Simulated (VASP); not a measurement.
# InTe4W (P4/mmm) in VASP: relaxation of cell and atoms with PBE

Aim: the relaxation of cell and atoms of InTe4W with PBE.

Everything below comes from runs of VASP 6.6.1. Logs are shortened: lines on timing, memory, paths and dates and some standing lists are left out, and cuts for length are marked.

## Step 1: The cell of the first run

The structure is tetragonal, space group P4/mmm (No. 123). Conventional cell: a = 4.833 Å, b = 4.833 Å, c = 7.400 Å, α = 90.00°, β = 90.00°, γ = 90.00°. In (site symmetry 4/mmm) has 8 Te at 3.23 Å within 4.2 Å. Te (site symmetry 2mm) has 2 W at 2.88 Å and 5 Te at 3.13 to 3.42 Å and 2 In at 3.23 Å within 3.8 Å. Within 3.8 Å of W (site symmetry 4/mmm) lie 8 Te at 2.88 Å.

The cell was generated, and may not be a known phase.

## Step 2: Relaxation of cell and atoms, PBE

Input file INCAR:

```
SYSTEM = InTe4W
ALGO = Normal
EDIFF = 1E-6
EDIFFG = -0.01
ENCUT = 600
GGA = PE
IBRION = 2
ISIF = 3
ISMEAR = 0
LASPH = .True.
LCHARG = .False.
LREAL = .False.
LWAVE = .False.
NELM = 80
NSW = 100
PREC = Accurate
SIGMA = 0.1
```

Input file KPOINTS:

```
k-points
0
Gamma
  8 8 6
  0 0 0
```

Input file POSCAR:

```
InTe4W
1.0
    4.8329161165      0.0000000000      0.0000000000
    0.0000000000      4.8329161165      0.0000000000
    0.0000000000      0.0000000000      7.3998571435
In Te W
1 4 1
Direct
    0.0000000000      0.0000000000      0.0000000000
    0.5000000000      0.0000000000      0.7111773077
    0.0000000000      0.5000000000      0.2888226923
    0.5000000000      0.0000000000      0.2888226923
    0.0000000000      0.5000000000      0.7111773077
    0.5000000000      0.5000000000      0.5000000000
```

Potentials or basis: VASP PAW PBE potentials, release 64 (In_d, Te, W_sv).

Run with:

```bash
$ cat potpaw_PBE.64/In_d/POTCAR potpaw_PBE.64/Te/POTCAR potpaw_PBE.64/W_sv/POTCAR > POTCAR
$ mpirun -np 1 vasp_std > vasp.out
```

OUTCAR:

```text
SYSTEM = InTe4W
   EDIFF = 1E-6
   EDIFFG = -0.01
   ENCUT = 600
   GGA = PE
   IBRION = 2
   ISIF = 3
   ISMEAR = 0
   LASPH = .True.
   LREAL = .False.
   NELM = 80
   NSW = 100
   PREC = Accurate

 ion  position               nearest neighbor table
   1  0.000  0.000  0.000-   2 3.23   3 3.23   4 3.23   5 3.23   3 3.23   5 3.23   2 3.23   4 3.23

   2  0.500  0.000  0.711-   6 2.88   6 2.88   4 3.13   1 3.23   1 3.23   5 3.42   5 3.42   5 3.42
                             5 3.42
   3  0.000  0.500  0.289-   6 2.88   6 2.88   5 3.13   1 3.23   1 3.23   4 3.42   4 3.42   4 3.42
                             4 3.42
   4  0.500  0.000  0.289-   6 2.88   6 2.88   2 3.13   1 3.23   1 3.23   3 3.42   3 3.42   3 3.42
                             3 3.42
   5  0.000  0.500  0.711-   6 2.88   6 2.88   3 3.13   1 3.23   1 3.23   2 3.42   2 3.42   2 3.42
                             2 3.42
   6  0.500  0.500  0.500-   2 2.88   3 2.88   4 2.88   5 2.88   2 2.88   4 2.88   3 2.88   5 2.88

  LATTYP: Found a simple tetragonal cell.
 ALAT       =     4.8329161165
 C/A-ratio  =     1.5311370951

  Lattice vectors:

 A1 = (   4.8329161165,   0.0000000000,   0.0000000000)
 A2 = (   0.0000000000,   4.8329161165,   0.0000000000)
 A3 = (   0.0000000000,   0.0000000000,   7.3998571435)

Analysis of symmetry for initial positions (statically):
=====================================================================
 Subroutine PRICEL returns:
 Original cell was already a primitive cell.

 Routine SETGRP: Setting up the symmetry group for a
 simple tetragonal supercell.

 Subroutine GETGRP returns: Found 16 space group operations
 (whereof 16 operations were pure point group operations)
 out of a pool of 16 trial point group operations.

The static configuration has the point symmetry D_4h.

Analysis of symmetry for dynamics (positions and initial velocities):
=====================================================================
 Subroutine PRICEL returns:
 Original cell was already a primitive cell.

 Routine SETGRP: Setting up the symmetry group for a
 simple tetragonal supercell.

 Subroutine GETGRP returns: Found 16 space group operations
 (whereof 16 operations were pure point group operations)
 out of a pool of 16 trial point group operations.

The dynamic configuration has the point symmetry D_4h.

 Subroutine INISYM returns: Found 16 space group operations
 (whereof 16 operations are pure point group operations),
 and found     1 'primitive' translations

----------------------------------------------------------------------------------------

                                     Primitive cell

  volume of cell :     172.8390

  direct lattice vectors                    reciprocal lattice vectors
     4.832916116  0.000000000  0.000000000     0.206914413  0.000000000  0.000000000
     0.000000000  4.832916116  0.000000000     0.000000000  0.206914413  0.000000000
     0.000000000  0.000000000  7.399857144     0.000000000  0.000000000  0.135137744

  length of vectors
     4.832916116  4.832916116  7.399857144     0.206914413  0.206914413  0.135137744

  position of ions in fractional coordinates (direct lattice)
     0.000000000  0.000000000  0.000000000
     0.500000000  0.000000000  0.711177308
     0.000000000  0.500000000  0.288822692
     0.500000000  0.000000000  0.288822692
     0.000000000  0.500000000  0.711177308
     0.500000000  0.500000000  0.500000000

  ion indices of the primitive-cell ions
   primitive index   ion index
                 1           1
                 2           2
                 3           3
                 4           4
                 5           5
                 6           6

----------------------------------------------------------------------------------------

 KPOINTS: k-points

Automatic generation of k-mesh.
 Grid dimensions read from file:
 generate k-points for:    8    8    6

 Generating k-lattice:

  Cartesian coordinates                     Fractional coordinates (reciprocal lattice)
     0.025864302  0.000000000  0.000000000     0.125000000  0.000000000  0.000000000
     0.000000000  0.025864302  0.000000000     0.000000000  0.125000000  0.000000000
     0.000000000  0.000000000  0.022522957     0.000000000  0.000000000  0.166666667

  Length of vectors
     0.025864302  0.025864302  0.022522957

  Shift w.r.t. Gamma in fractional coordinates (k-lattice)
     0.000000000  0.000000000  0.000000000

 Subroutine IBZKPT returns following result:
 ===========================================

 Found     60 irreducible k-points:

 Following reciprocal coordinates:
            Coordinates               Weight
  0.000000  0.000000  0.000000      1.000000
  0.125000  0.000000  0.000000      4.000000
  0.250000  0.000000  0.000000      4.000000
  0.375000  0.000000  0.000000      4.000000
  0.500000  0.000000  0.000000      2.000000
  0.125000  0.125000  0.000000      4.000000
[... 16 lines left out ...]
  0.375000  0.125000  0.166667     16.000000
  0.500000  0.125000  0.166667      8.000000
 [... further k-points ...]
   k-points           NKPTS =     60   k-points in BZ     NKDIM =     60   number of bands    NBANDS=     30
   number of dos      NEDOS =    301   number of ions     NIONS =      6
   total plane-waves  NPLWV =  96000
   dimension x,y,z NGX =    40 NGY =   40 NGZ =   60
   dimension x,y,z NGXF=    80 NGYF=   80 NGZF=  120
   ions per type =               1   4   1
   NGX,Y,Z   is equivalent  to a cutoff of  13.76, 13.76, 13.48 a.u.
   NGXF,Y,Z  is equivalent  to a cutoff of  27.52, 27.52, 26.96 a.u.
 SYSTEM =  InTe4W
   PREC   = accura    normal or accurate (medium, high low for compatibility)
   ISTART =      0    job   : 0-new  1-cont  2-samecut
   ICHARG =      2    charge: 1-file 2-atom 10-const
   ISPIN  =      1    spin polarized calculation?
   LNONCOLLINEAR =      F non collinear calculations
   LSORBIT =      F    spin-orbit coupling
   LASPH  =      T    aspherical Exc in radial PAW
   ENCUT  =  600.0 eV  44.10 Ry    6.64 a.u.   9.65  9.65 14.78*2*pi/ulx,y,z
   NELM   =     80;   NELMIN=  2; NELMDL= -5     # of ELM steps
   EDIFF  = 0.1E-05   stopping-criterion for ELM
   LREAL  =      F    real-space projection
   EDIFFG = -.1E-01   stopping-criterion for IOM
   NSW    =    100    number of steps for IOM
   IBRION =      2    ionic relax: 0-MD 1-quasi-New 2-CG
   NFREE  =      1    steps in history (QN), initial steepest desc. (CG)
   ISIF   =      3    stress and relaxation
   ISYM   =      2    0-nonsym 1-usesym 2-fastsym
   POTIM  = 0.5000    time-step for ionic-motion
   TEBEG  =    0.0;   TEEND  =   0.0 temperature during run
   PSTRESS=    0.0 pullay stress
   NELECT =      51.0000    total number of electrons
   NUPDOWN=      -1.0000    fix difference up-down
   EMIN   =  10.00;   EMAX   =-10.00  energy-range for DOS
   EFERMI =   0.00;   METHOD = LEGACY
   ISMEAR =     0;   SIGMA  =   0.10  broadening in eV -4-tet -1-fermi 0-gaus
   EFERMI_NEDOS =   21; number of points for ismear=-14 and -15
   IALGO  =     38    algorithm
   IMIX   =      4    mixing-type and parameters
     AMIX     =   0.40;   BMIX     =  1.00
     AMIX_MAG =   1.60;   BMIX_MAG =  1.00
  volume/ion in A,a.u.               =      28.81       194.40
  Fermi-wavevector in a.u.,A,eV,Ry     =   1.089894  2.059601 16.161939  1.187869
  Thomas-Fermi vector in A             =   2.226107
   LORBIT       =      0    0 simple, 1 ext, 2 COOP (PROOUT), +10 PAW based schemes
   GGA     = PE    functional components
   LHFCALC =     F    Hartree Fock is set to
   AEXX    =    0.0000 exact exchange contribution
   IVDW    =     0    specifies the selected vdW correction
   LEPSILON=     F    determine dielectric tensor
   LRPA    =     F    only Hartree local field effects (RPA)
 conjugate gradient relaxation of ions
 non-spin polarized calculation
 Gauss-broadening in eV      SIGMA  =   0.10
  energy-cutoff  :      600.00
  volume of cell :      172.84
 maximum number of plane-waves:      5825
 NGX is ok and might be reduce to    40
   NGX = 19   NGY = 19   NGZ = 29

--------------------------------------- Ionic step        1  -------------------------------------------

 number of electron      50.9999999 magnetization

 Free energy of the ion-electron system (eV)
  ---------------------------------------------------
  ext. energy  EPLUGINS =         0.00000000
  ---------------------------------------------------
  free energy    TOTEN  =       -26.66106211 eV

  energy without entropy =      -26.63791415  energy(sigma->0) =      -26.64948813

------------------------ aborting loop because EDIFF is reached ----------------------------------------

  FORCE on cell =-STRESS in cart. coord.  units (eV):
  Direction    XX          YY          ZZ          XY          YZ          ZX
  --------------------------------------------------------------------------------------
  -------------------------------------------------------------------------------------
  Total       -0.3862303     -0.3862303      1.2613160      0.0000000      0.0000000      0.0000000
  in kB       -3.5802642     -3.5802642     11.6921027      0.0000000      0.0000000      0.0000000
  external PRESSURE =       1.5105248 kB  Pullay stress =       0.0000000 kB
[... 101 lines left out ...]
  FREE ENERGIE OF THE ION-ELECTRON SYSTEM (eV)
  ---------------------------------------------------
  free  energy   TOTEN  =       -26.6786642514 eV

  energy  without entropy=      -26.6525786858  energy(sigma->0) =      -26.66562147

[... ionic steps 4 to 8 ...]

--------------------------------------- Ionic step        9  -------------------------------------------

 number of electron      50.9999995 magnetization

------------------------ aborting loop because EDIFF is reached ----------------------------------------
[... 75 lines left out ...]
--------------------------------------- Ionic step       11  -------------------------------------------

 number of electron      50.9999996 magnetization

 Free energy of the ion-electron system (eV)
  ---------------------------------------------------
  ext. energy  EPLUGINS =         0.00000000
  ---------------------------------------------------
  free energy    TOTEN  =       -26.68530241 eV

  energy without entropy =      -26.66088668  energy(sigma->0) =      -26.67309454

 E-fermi :   6.9966     XC(G=0):  -9.6939

 val. band max:        6.9875595254   @ k =   0.5000   0.1250   0.3333
 cond. band min:       7.0007174041   @ k =   0.3750   0.3750   0.3333
 fundamental gap:      0.0131578787
 Fermi energy:         6.9965608956

 k-point     1 :       0.0000    0.0000    0.0000
  band No.  band energies     occupation
      1     -67.1213      2.00000
      2     -31.4085      2.00000
      3     -31.4085      2.00000
      4     -31.1437      2.00000
      5      -7.5226      2.00000
      6      -7.4898      2.00000
[... 781 lines left out ...]
     29       8.8615      0.00000
     30       9.2000      0.00000

 [... further k-points ...]
[... 5 lines left out ...]
  --------------------------------------------------------------------------------------
  -------------------------------------------------------------------------------------
  Total       -0.0509223     -0.0509223     -0.0005535      0.0000000     -0.0000000      0.0000000
  in kB       -0.4684828     -0.4684828     -0.0050917      0.0000000     -0.0000000      0.0000000
  external PRESSURE =      -0.3140191 kB  Pullay stress =       0.0000000 kB
[... 21 lines left out ...]
  FREE ENERGIE OF THE ION-ELECTRON SYSTEM (eV)
  ---------------------------------------------------
  free  energy   TOTEN  =       -26.6853024064 eV

  energy  without entropy=      -26.6608866797  energy(sigma->0) =      -26.67309454

 reached required accuracy - stopping structural energy minimisation
```

Wall time 17 min (1 thread of Intel Xeon 6975P-C (Granite Rapids), shared host); peak memory 0.6 GiB.

What came out:

- Free energy: -26.6853 eV
- Relaxed volume: 29.03 Å³/atom
- Relaxed cell: a = 4.764 Å, b = 4.764 Å, c = 7.673 Å, α = 90.00°, β = 90.00°, γ = 90.00°
- Space group after relaxing (to 0.1 Å): P4/mmm (No. 123)
- Energy gained by relaxing: 4.0 meV/atom
- Ionic steps: 11
- Pressure after relaxing: 0.0 GPa
- Largest force after relaxing: 0.007 eV/Å
- Band gap on the k mesh: zero (an odd number of electrons rules out a gap without spin polarisation)

Forces on the atoms (eV/Å):
```
In   0.000  0.000  0.000
Te   0.000  0.000  0.007
Te   0.000  0.000 -0.007
Te   0.000  0.000 -0.007
Te   0.000  0.000  0.007
W    0.000  0.000  0.000
```

The path:
```tsv
step	energy change (eV)	largest force (eV/Å)	pressure (GPa)	volume (Å³)
1	0.0000	0.1947	0.15	172.84
2	-0.0149	0.0433	-0.21	173.51
3	-0.0176	0.0413	-0.42	173.94
4	-0.0200	0.0095	0.33	171.96
5	-0.0205	0.0185	0.13	172.49
6	-0.0214	0.0261	0.11	172.65
7	-0.0228	0.0559	0.07	173.09
8	-0.0237	0.0407	-0.06	173.76
9	-0.0239	0.0271	-0.18	174.34
10	-0.0242	0.0042	-0.05	174.17
11	-0.0242	0.0070	-0.03	174.15
```

Final structure:
```
In Te W
1.0
     4.76419    0.00000    0.00000
     0.00000    4.76419    0.00000
     0.00000    0.00000    7.67267
In Te W
1 4 1
Direct
  0.00000 0.00000 0.00000
  0.50000 0.00000 0.71101
  0.00000 0.50000 0.28899
  0.50000 0.00000 0.28899
  0.00000 0.50000 0.71101
  0.50000 0.50000 0.50000
```

Caveat: spin-orbit coupling is left out, which moves the levels of the heavy elements.
